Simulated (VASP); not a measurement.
## CO2 (CO2-III): relaxation of cell and atoms with PBE+D3(BJ)

CO2 (CO2-III):

```
CELL_PARAMETERS angstrom
2.16500 -2.33000 0.00000
2.16500 2.33000 0.00000
0.00000 0.00000 5.96000
ATOMIC_POSITIONS crystal
C 0.00000 0.00000 0.00000
C 0.50000 0.50000 0.50000
O 0.78500 0.21500 0.11500
O 0.21500 0.78500 0.88500
O 0.71500 0.28500 0.61500
O 0.28500 0.71500 0.38500
```

* Program: VASP 6.6.1
* Task: relaxation of cell and atoms
* Functional: PBE
* Dispersion: D3(BJ)
* Potentials or basis: VASP PAW PBE potentials, release 64 (C, O)
* Cutoff: 600 eV
* k mesh: 6 × 6 × 5
* Occupations: gaussian, width 0.01 eV
* Spin: no spin polarisation
* Target pressure: 10 GPa
* Dipole correction: no
* Further INCAR settings: ALGO = Normal; EDIFF = 1e-06; IBRION = 2; EDIFFG = -0.003; NSW = 80; ISIF = 3

| Quantity | Value |
| --- | --- |
| Relaxed volume | 10.25 Å³/atom |
| Relaxed cell | a = 3.204 Å, b = 3.204 Å, c = 6.013 Å, α = 90.00°, β = 90.00°, γ = 84.99° |
| Space group after relaxing (to 0.05 Å) | Cmce (No. 64) |
| Energy change on relaxing (the enthalpy is what falls) | -111.2 meV/atom |
| Ionic steps | 45 |
| Pressure after relaxing | 10.0 GPa |
| Band gap on the k mesh | 5.98 eV, indirect (least direct gap 6.98 eV) |
| Dispersion energy per atom | -0.106 eV |

Step by step:
| step | energy change (eV) | largest force (eV/Å) | pressure (GPa) | volume (Å³) |
| --- | --- | --- | --- | --- |
| 1 | 0.0000 | 4.1444 | -4.56 | 60.13 |
| 3 | 0.0072 | 4.0406 | -3.78 | 59.58 |
| 5 | -0.3129 | 0.4884 | 15.23 | 58.37 |
| 7 | -0.3166 | 0.3649 | 14.51 | 58.41 |
| 9 | -0.7039 | 0.2186 | 9.97 | 62.42 |
| 11 | -0.7186 | 0.5344 | 6.99 | 62.63 |
| 13 | -0.7231 | 0.1566 | 8.42 | 62.62 |
| 15 | -0.6313 | 0.0557 | 10.54 | 61.00 |
| 17 | -0.6455 | 0.0484 | 10.31 | 61.22 |
| 19 | -0.6618 | 0.1824 | 10.72 | 61.46 |
| 21 | -0.6676 | 0.2492 | 10.90 | 61.55 |
| 23 | -0.6704 | 0.2308 | 10.78 | 61.59 |
| 25 | -0.6825 | 0.1495 | 10.30 | 61.76 |
| 27 | -0.6995 | 0.0419 | 9.61 | 62.03 |
| 29 | -0.6976 | 0.0369 | 9.63 | 61.99 |
| 31 | -0.6887 | 0.0310 | 9.65 | 61.84 |
| 33 | -0.6509 | 0.1198 | 9.78 | 61.22 |
| 35 | -0.6589 | 0.0113 | 10.11 | 61.34 |
| 37 | -0.6592 | 0.0104 | 10.12 | 61.35 |
| 39 | -0.6628 | 0.0074 | 10.06 | 61.40 |
| 41 | -0.6691 | 0.0079 | 9.99 | 61.50 |
| 43 | -0.6692 | 0.0036 | 9.96 | 61.50 |
| 45 | -0.6673 | 0.0016 | 9.99 | 61.47 |

Final structure:
```yaml
crystal:
  lattice:
    - [2.36216, -2.16411, 0.00000]
    - [2.36216, 2.16411, 0.00000]
    - [0.00000, 0.00000, 6.01275]
  atoms:
    - { symbol: C, position: [0.00000, 0.00000, 0.00000] }
    - { symbol: C, position: [0.50000, 0.50000, 0.50000] }
    - { symbol: O, position: [0.78331, 0.21669, 0.11605] }
    - { symbol: O, position: [0.21669, 0.78331, 0.88395] }
    - { symbol: O, position: [0.71669, 0.28331, 0.61605] }
    - { symbol: O, position: [0.28331, 0.71669, 0.38395] }
```

Levels at points of the mesh, in eV from the valence-band top:
```csv
k point,band 14,band 15,band 16,band 17,band 18,band 19
"(0.00, 0.00, 0.00)",-1.70,-1.06,-1.00,5.98,6.84,6.91
"(0.50, 0.00, 0.00)",-1.18,-0.46,-0.46,6.78,6.78,8.42
"(0.50, 0.50, 0.00)",-1.33,-0.68,0.00,7.15,8.86,9.03
```

Wall time 7.5 min on 1 thread of AMD EPYC 9R45 96-Core Processor (Zen 5) (shared host), peak memory 0.19 GiB.

Caveat: the cell is relaxed towards a set pressure, so the enthalpy falls and the energy may rise. A k mesh can miss the band edges.
